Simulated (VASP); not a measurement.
# SnO in VASP: single point with PBE+D3(BJ)

Aim: the single point of SnO with PBE+D3(BJ).

All numbers are computed with VASP 6.6.1; they aren't measurements. Logs are shortened: lines on timing, memory, paths and dates and some standing lists are left out, and cuts for length are marked.

### 1 The cell of the first run

The cell holds a slab with vacuum, 8 atoms: a = 3.820 Å, b = 3.820 Å, c = 22.226 Å, α = 90.00°, β = 90.00°, γ = 90.00°.

### 2 Single point, PBE+D3(BJ)

Contents of INCAR:

```
ALGO = Normal ; DIPOL = 0.5 0.5 0.394
EDIFF = 1E-6 ; ENCUT = 520
GGA = PE ; IDIPOL = 3
ISIF = 2 ; ISMEAR = 0
IVDW = 12 ; LASPH = T
LCHARG = F ; LDIPOL = T
LREAL = F ; LWAVE = F
NBANDS = 50 ; NELM = 60
PREC = Accurate ; SIGMA = 0.05
```

Contents of KPOINTS:

```
k-points
0
Gamma
  7 7 1
```

Contents of POSCAR:

```
SnO
1.0
    3.8201708766      0.0000000000      0.0000000000
    0.0000000000      3.8201708766      0.0000000000
    0.0000000000      0.0000000000     22.2260720666
Sn O
4 4
Direct
    0.5000000000      0.0000000000      0.2024649244
    0.0000000000      0.5000000000      0.3087831270
    0.0000000000      0.5000000000      0.4797535076
    0.5000000000      0.0000000000      0.5860717102
    0.0000000000      0.0000000000      0.2556240257
    0.5000000000      0.5000000000      0.2556240257
    0.5000000000      0.5000000000      0.5329126089
    0.0000000000      0.0000000000      0.5329126089
```

Potentials or basis: VASP PAW PBE potentials, release 64 (Sn_d, O).

Launch:

```bash
$ cat potpaw_PBE.64/Sn_d/POTCAR potpaw_PBE.64/O/POTCAR > POTCAR
$ mpirun -np 1 vasp_std > vasp.out
```

OUTCAR:

```text
EDIFF = 1E-6
   ENCUT = 520
   GGA = PE
   ISIF = 2
   ISMEAR = 0
   IVDW = 12
   LASPH = T
   LREAL = F
   NELM = 60
   PREC = Accurate
 IVDW          = 12

 ion  position               nearest neighbor table
   1  0.500  0.000  0.202-   5 2.25   6 2.25   6 2.25   5 2.25   2 3.59   2 3.59   2 3.59   2 3.59

   2  0.000  0.500  0.309-   5 2.25   6 2.25   5 2.25   6 2.25   1 3.59   1 3.59   1 3.59   1 3.59

   3  0.000  0.500  0.480-   7 2.25   8 2.25   8 2.25   7 2.25   4 3.59   4 3.59   4 3.59   4 3.59

   4  0.500  0.000  0.586-   7 2.25   8 2.25   7 2.25   8 2.25   3 3.59   3 3.59   3 3.59   3 3.59

   5  0.000  0.000  0.256-   2 2.25   2 2.25   1 2.25   1 2.25
   6  0.500  0.500  0.256-   2 2.25   2 2.25   1 2.25   1 2.25
   7  0.500  0.500  0.533-   3 2.25   3 2.25   4 2.25   4 2.25
   8  0.000  0.000  0.533-   3 2.25   3 2.25   4 2.25   4 2.25

  LATTYP: Found a simple tetragonal cell.
 ALAT       =     3.8201708766
 C/A-ratio  =     5.8180832179

  Lattice vectors:

 A1 = (   3.8201708766,   0.0000000000,   0.0000000000)
 A2 = (   0.0000000000,   3.8201708766,   0.0000000000)
 A3 = (   0.0000000000,   0.0000000000,  22.2260720666)

Analysis of symmetry for initial positions (statically):
=====================================================================
 Subroutine PRICEL returns:
 Original cell was already a primitive cell.

 Routine SETGRP: Setting up the symmetry group for a
 simple tetragonal supercell.

 Subroutine GETGRP returns: Found 16 space group operations
 (whereof  4 operations were pure point group operations)
 out of a pool of 16 trial point group operations.

The static configuration has the point symmetry C_2v.
 The point group associated with its full space group is D_4h.

Analysis of symmetry for dynamics (positions and initial velocities):
=====================================================================
 Subroutine PRICEL returns:
 Original cell was already a primitive cell.

 Routine SETGRP: Setting up the symmetry group for a
 simple tetragonal supercell.

 Subroutine GETGRP returns: Found 16 space group operations
 (whereof  4 operations were pure point group operations)
 out of a pool of 16 trial point group operations.

The dynamic configuration has the point symmetry C_2v.
 The point group associated with its full space group is D_4h.

 Subroutine INISYM returns: Found 16 space group operations
 (whereof  4 operations are pure point group operations),
 and found     1 'primitive' translations

----------------------------------------------------------------------------------------

                                     Primitive cell

  volume of cell :     324.3608

  direct lattice vectors                    reciprocal lattice vectors
     3.820170877  0.000000000  0.000000000     0.261768395  0.000000000  0.000000000
     0.000000000  3.820170877  0.000000000     0.000000000  0.261768395  0.000000000
     0.000000000  0.000000000 22.226072067     0.000000000  0.000000000  0.044992205

  length of vectors
     3.820170877  3.820170877 22.226072067     0.261768395  0.261768395  0.044992205

  position of ions in fractional coordinates (direct lattice)
     0.500000000  0.000000000  0.202464924
     0.000000000  0.500000000  0.308783127
     0.000000000  0.500000000  0.479753508
     0.500000000  0.000000000  0.586071710
     0.000000000  0.000000000  0.255624026
     0.500000000  0.500000000  0.255624026
     0.500000000  0.500000000  0.532912609
     0.000000000  0.000000000  0.532912609

  ion indices of the primitive-cell ions
   primitive index   ion index
                 1           1
                 2           2
                 3           3
                 4           4
                 5           5
                 6           6
                 7           7
                 8           8

----------------------------------------------------------------------------------------

 KPOINTS: k-points

Automatic generation of k-mesh.
 Grid dimensions read from file:
 generate k-points for:    7    7    1

 Generating k-lattice:

  Cartesian coordinates                     Fractional coordinates (reciprocal lattice)
     0.037395485  0.000000000  0.000000000     0.142857143  0.000000000  0.000000000
     0.000000000  0.037395485  0.000000000     0.000000000  0.142857143  0.000000000
     0.000000000  0.000000000  0.044992205     0.000000000  0.000000000  1.000000000

  Length of vectors
     0.037395485  0.037395485  0.044992205

  Shift w.r.t. Gamma in fractional coordinates (k-lattice)
     0.000000000  0.000000000  0.000000000

 Subroutine IBZKPT returns following result:
 ===========================================

 Found     10 irreducible k-points:

 Following reciprocal coordinates:
            Coordinates               Weight
  0.000000  0.000000  0.000000      1.000000
  0.142857  0.000000  0.000000      4.000000
  0.285714  0.000000  0.000000      4.000000
  0.428571  0.000000  0.000000      4.000000
  0.142857  0.142857  0.000000      4.000000
  0.285714  0.142857  0.000000      8.000000
  0.428571  0.142857  0.000000      8.000000
  0.285714  0.285714  0.000000      4.000000
  0.428571  0.285714  0.000000      8.000000
  0.428571  0.428571  0.000000      4.000000
   k-points           NKPTS =     10   k-points in BZ     NKDIM =     10   number of bands    NBANDS=     50
   number of dos      NEDOS =    301   number of ions     NIONS =      8
   total plane-waves  NPLWV = 131712
   dimension x,y,z NGX =    28 NGY =   28 NGZ =  168
   dimension x,y,z NGXF=    56 NGYF=   56 NGZF=  336
   ions per type =               4   4
   NGX,Y,Z   is equivalent  to a cutoff of  12.19, 12.19, 12.57 a.u.
   NGXF,Y,Z  is equivalent  to a cutoff of  24.37, 24.37, 25.13 a.u.
 SYSTEM =  unknown system
   PREC   = accura    normal or accurate (medium, high low for compatibility)
   ISTART =      0    job   : 0-new  1-cont  2-samecut
   ICHARG =      2    charge: 1-file 2-atom 10-const
   ISPIN  =      1    spin polarized calculation?
   LNONCOLLINEAR =      F non collinear calculations
   LSORBIT =      F    spin-orbit coupling
   LASPH  =      T    aspherical Exc in radial PAW
   ENCUT  =  520.0 eV  38.22 Ry    6.18 a.u.   7.10  7.10 41.33*2*pi/ulx,y,z
   NELM   =     60;   NELMIN=  2; NELMDL= -5     # of ELM steps
   EDIFF  = 0.1E-05   stopping-criterion for ELM
   LREAL  =      F    real-space projection
   EDIFFG = 0.1E-04   stopping-criterion for IOM
   NSW    =      0    number of steps for IOM
   IBRION =     -1    ionic relax: 0-MD 1-quasi-New 2-CG
   NFREE  =      0    steps in history (QN), initial steepest desc. (CG)
   ISIF   =      2    stress and relaxation
   ISYM   =      2    0-nonsym 1-usesym 2-fastsym
   POTIM  = 0.5000    time-step for ionic-motion
   TEBEG  =    0.0;   TEEND  =   0.0 temperature during run
   PSTRESS=    0.0 pullay stress
   NELECT =      80.0000    total number of electrons
   NUPDOWN=      -1.0000    fix difference up-down
   EMIN   =  10.00;   EMAX   =-10.00  energy-range for DOS
   EFERMI =   0.00;   METHOD = LEGACY
   ISMEAR =     0;   SIGMA  =   0.05  broadening in eV -4-tet -1-fermi 0-gaus
   EFERMI_NEDOS =   21; number of points for ismear=-14 and -15
   IALGO  =     38    algorithm
   IMIX   =      4    mixing-type and parameters
     AMIX     =   0.40;   BMIX     =  1.00
     AMIX_MAG =   1.60;   BMIX_MAG =  1.00
  volume/ion in A,a.u.               =      40.55       273.61
  Fermi-wavevector in a.u.,A,eV,Ry     =   1.026665  1.940115 14.341097  1.054041
  Thomas-Fermi vector in A             =   2.160570
   LORBIT       =      0    0 simple, 1 ext, 2 COOP (PROOUT), +10 PAW based schemes
   GGA     = PE    functional components
   LHFCALC =     F    Hartree Fock is set to
   AEXX    =    0.0000 exact exchange contribution
   IVDW    =    12    specifies the selected vdW correction
   LEPSILON=     F    determine dielectric tensor
   LRPA    =     F    only Hartree local field effects (RPA)
 non-spin polarized calculation
 Gauss-broadening in eV      SIGMA  =   0.05
  energy-cutoff  :      520.00
  volume of cell :      324.36
 maximum number of plane-waves:      8769
   NGX = 15   NGY = 15   NGZ = 83

 dipolmoment           0.000000      0.000000      0.000029 electrons x Angstroem

 number of electron      79.9999971 magnetization

 dipolmoment           0.000000      0.000000     -0.000003 electrons x Angstroem

 Free energy of the ion-electron system (eV)
  ---------------------------------------------------
  ext. energy  EPLUGINS =         0.00000000
  ---------------------------------------------------
  free energy    TOTEN  =       -45.00008432 eV

  energy without entropy =      -45.00008432  energy(sigma->0) =      -45.00008432

 E-fermi :   0.2994     XC(G=0):  -5.2562

 val. band max:       -0.0075148909   @ k =   0.1429   0.1429   0.0000
 cond. band min:       1.9873260618   @ k =   0.4286   0.0000   0.0000
 fundamental gap:      1.9948409527
 Fermi energy:         0.2993872904

 k-point     1 :       0.0000    0.0000    0.0000
  band No.  band energies     occupation
      1     -21.0261      2.00000
      2     -21.0258      2.00000
      3     -20.6658      2.00000
      4     -20.6655      2.00000
      5     -20.6324      2.00000
      6     -20.6324      2.00000
[... 42 lines left out ...]
     49       5.2923      0.00000
     50       5.2923      0.00000

 k-point     2 :       0.1429    0.0000    0.0000
  band No.  band energies     occupation
      1     -21.0173      2.00000
      2     -21.0169      2.00000
      3     -20.6670      2.00000
      4     -20.6662      2.00000
      5     -20.6337      2.00000
      6     -20.6324      2.00000
[... 416 lines left out ...]
 k-point    10 :       0.4286    0.4286    0.0000
  band No.  band energies     occupation
      1     -20.9698      2.00000
      2     -20.9676      2.00000
      3     -20.9561      2.00000
      4     -20.9538      2.00000
      5     -20.6329      2.00000
      6     -20.6322      2.00000
[... 42 lines left out ...]
     49       5.6838      0.00000
     50       6.0079      0.00000

------------------------ aborting loop because EDIFF is reached ----------------------------------------

 vacuum level on the upper side and lower side of the slab       (xc-potential included)        -0.162        -0.165

 Edisp (eV)   -1.27203

 E8    (eV) :    -0.5620

  FORCE on cell =-STRESS in cart. coord.  units (eV):
  Direction    XX          YY          ZZ          XY          YZ          ZX
  --------------------------------------------------------------------------------------
  -------------------------------------------------------------------------------------
  Total       0.49259     0.49259     1.69459     0.00000    -0.00000    -0.00000
  in kB       2.43313     2.43313     8.37041     0.00000    -0.00000    -0.00000
  external pressure =        4.41 kB  Pullay stress =        0.00 kB

 VOLUME and BASIS-vectors are now :
 -----------------------------------------------------------------------------
  energy-cutoff  :      520.00
  volume of cell :      324.36
      direct lattice vectors                 reciprocal lattice vectors
     3.820170877  0.000000000  0.000000000     0.261768395  0.000000000  0.000000000
     0.000000000  3.820170877  0.000000000     0.000000000  0.261768395  0.000000000
     0.000000000  0.000000000 22.226072067     0.000000000  0.000000000  0.044992205

 POSITION                                       TOTAL-FORCE (eV/Angst)
 -----------------------------------------------------------------------------------
      1.91009      0.00000      4.50000        -0.000000     -0.000000     -0.082383
      0.00000      1.91009      6.86304        -0.000000     -0.000000     -0.247532
      0.00000      1.91009     10.66304         0.000000      0.000000      0.247532
      1.91009      0.00000     13.02607        -0.000000     -0.000000      0.082383
      0.00000      0.00000      5.68152        -0.000000     -0.000000     -0.016814
      1.91009      1.91009      5.68152         0.000000      0.000000     -0.016814
      1.91009      1.91009     11.84455        -0.000000     -0.000000      0.016814
      0.00000      0.00000     11.84455         0.000000     -0.000000      0.016814
 -----------------------------------------------------------------------------------
    total drift:                                0.000000      0.000000     -0.000164

  FREE ENERGIE OF THE ION-ELECTRON SYSTEM (eV)
  ---------------------------------------------------
  free  energy   TOTEN  =       -46.2721133443 eV

  energy  without entropy=      -46.2721133443  energy(sigma->0) =      -46.27211334

 vacuum level on the upper side and lower side of the slab         4.842         4.843
```

Wall time 2.6 min (1 thread of Intel Xeon Platinum 8488C (Sapphire Rapids), shared host); peak memory 0.39 GiB.

What came out:

```
Free energy                : -46.2721 eV
Largest force              : 0.248 eV/Å
Band gap on the k mesh     : 1.99 eV (least direct gap 2.21 eV)
Dispersion energy per atom : -0.159 eV
```

Forces on the atoms (eV/Å):
```
Sn   0.000  0.000 -0.082
Sn   0.000  0.000 -0.248
Sn   0.000  0.000  0.248
Sn   0.000  0.000  0.082
O    0.000  0.000 -0.017
O    0.000  0.000 -0.017
O    0.000  0.000  0.017
O    0.000  0.000  0.017
```

Levels at points of the mesh, in eV from the valence-band top:
| k point | band 36 | band 37 | band 38 | band 39 | band 40 | band 41 | band 42 | band 43 | band 44 | band 45 |
| --- | --- | --- | --- | --- | --- | --- | --- | --- | --- | --- |
| (0.00, 0.00, 0.00) | -2.11 | -2.10 | -2.10 | -0.92 | -0.06 | 2.37 | 2.69 | 2.70 | 3.94 | 4.72 |

Caveat: spin-orbit coupling is left out, which moves the levels of the heavy elements.
